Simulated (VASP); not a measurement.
Wanted: the native input for a VASP 6.6.1 run.

```yaml
Task: single point
Functional: LDA
Potentials_or_basis: VASP PAW LDA potentials, release 64 (Si)
Cutoff: 520 eV
k_mesh: 10 × 10 × 8
Occupations: gaussian, width 0.15 eV
Spin: no spin polarisation
Dipole_correction: no
Further_INCAR_settings: ALGO = Normal; EDIFF = 1e-06; NBANDS = 26
```

The structure of Si lies in POSCAR:

```
Si
1.0
    4.6659405456     -2.4955740649      0.0000000000
    4.6659405456      2.4955740649      0.0000000000
    0.0000000000      0.0000000000      5.5940307865
Si
8
Direct
    0.5000000000      0.5000000000      0.7705063100
    0.5000000000      0.5000000000      0.2294936900
    1.0000000000      0.0000000000      0.2705063100
    0.0000000000      1.0000000000      0.7294936900
    0.7262158274      0.7262158274      0.5000000000
    0.2262158274      0.2262158274      0.0000000000
    0.2737841726      0.2737841726      0.5000000000
    0.7737841726      0.7737841726      0.0000000000
```

This cell differs from its parent crystal: strain +0.025 along x and y, +0.050 along z.

The input as run:

INCAR

```
PREC = Accurate
ENCUT = 520
EDIFF = 1E-6
ISMEAR = 0
SIGMA = 0.15
LREAL = False
LASPH = True
NELM = 60
ALGO = Normal
ISIF = 2
LWAVE = False
LCHARG = False
GGA = CA
NBANDS = 26
```

KPOINTS

```
Automatic mesh
0
Gamma
  10 10 8
```

Potentials or basis: VASP PAW LDA potentials, release 64 (Si).

Run with:

```console
$ cat potpaw_LDA.64/Si/POTCAR > POTCAR
$ mpirun -np 1 vasp_std > vasp.out
```

Results of the run:

The pressure is -9.1 GPa, the largest force is 0.134 eV/Å and the band gap on the k mesh is zero (bands 16 and 17 overlap by 3.42 eV).

Caveat: the cell differs from its parent crystal (strain +0.025 along x and y, +0.050 along z); the cell stands under tension.

Run time: 11 min on 1 thread of Intel Xeon 8259CL, with other jobs on the host, peak memory 0.44 GiB.
